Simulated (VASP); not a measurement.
Runs of VASP 6.6.1 on Pb. The structure is that of space group Im-3m (No. 229), or close to it. The cells are those of the table. 

| cell | cutoff (eV) | gap on the mesh (eV) | pressure (GPa) |
| --- | --- | --- | --- |
| a = 3.470 Å, angles 109.5°, 1 atom | 520 | none | -2.3 |
| a = 3.513 Å, angles 109.5°, 1 atom | 520 | none | -3.4 |
| a = 3.429 Å, angles 109.5°, 1 atom | 500 | none | -1.0 |
| a = 3.369 Å, angles 109.5°, 1 atom | 520 | none | (b) |
| a = 3.298 Å, angles 109.5°, 1 atom | 520 | none | (c) |
| a = 3.261 Å, angles 109.5°, 1 atom | 520 | none | 7.7 |
| a = 3.403 Å, angles 109.5°, 1 atom | 520 | none | 0.0 |
| a = 3.334 Å, angles 109.5°, 1 atom | 520 | none | 3.1 |
| a = 3.437 Å, angles 109.5°, 1 atom | 520 | none | (a) |

Alike in all rows: task single point; level PBE+D3(BJ); potentials or basis VASP PAW PBE potentials, release 64 (Pb_d); no spin polarisation; k mesh 16 × 16 × 16; smearing gaussian 0.1 eV.

Estimate the missing entries.

(a) -1.2; (b) 1.4; (c) 5.2.

Caveats: spin-orbit coupling is left out, which moves the levels of the heavy elements; pairwise dispersion overbinds metals, which lowers pressure and volume.

A k mesh can miss the band edges, and the runs leave out spin-orbit coupling on Pb.

A gap of «none» marks levels without a gap at the run's occupations.
